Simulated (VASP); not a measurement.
Crystal: SmPb2.

```
Sm Pb
1.0
     6.23318    0.00000    0.00000
     0.00000    6.23318    0.00000
     0.00000    0.00000    3.38926
Sm Pb
1 2
Direct
  0.00000 0.00000 0.00000
  0.50000 0.00000 0.00000
  0.00000 0.50000 0.00000
```

The cell was generated, and may not be a known phase.

| Property | Result |
| --- | --- |
| Program | VASP 6.6.1 |
| Task | relaxation of cell and atoms |
| Functional | PBE |
| Potentials or basis | VASP PAW PBE potentials, release 64 (Sm_3, Pb_d), 4f in core |
| Cutoff | 500 eV |
| k mesh | 8 × 8 × 14 |
| Occupations | gaussian, width 0.1 eV |
| Spin | no spin polarisation |

At the start: pressure 0.0 GPa; volume 43.89 Å³/atom.

Question: Where does the relaxation end?

Answer: Over 5 steps the energy falls by 2.6 meV/atom and the volume is 43.77 Å³/atom (-0.3 %); space group P4/mmm (No. 123, to 0.1 Å) before and after.

The path:
| step | energy change (eV) | largest force (eV/Å) | pressure (GPa) | volume (Å³) |
| --- | --- | --- | --- | --- |
| 1 | 0.0000 | 0.0000 | 0.03 | 131.68 |
| 2 | -0.0073 | 0.0000 | -0.07 | 131.80 |
| 3 | -0.0078 | 0.0000 | -0.09 | 131.84 |
| 4 | -0.0078 | 0.0000 | -0.09 | 131.84 |
| 5 | -0.0079 | 0.0000 | 0.00 | 131.32 |

Final structure:
```
Sm Pb
1.0
     6.27675    0.00000    0.00000
     0.00000    6.27675    0.00000
     0.00000    0.00000    3.33313
Sm Pb
1 2
Direct
  0.00000 0.00000 0.00000
  0.50000 0.00000 0.00000
  0.00000 0.50000 0.00000
```
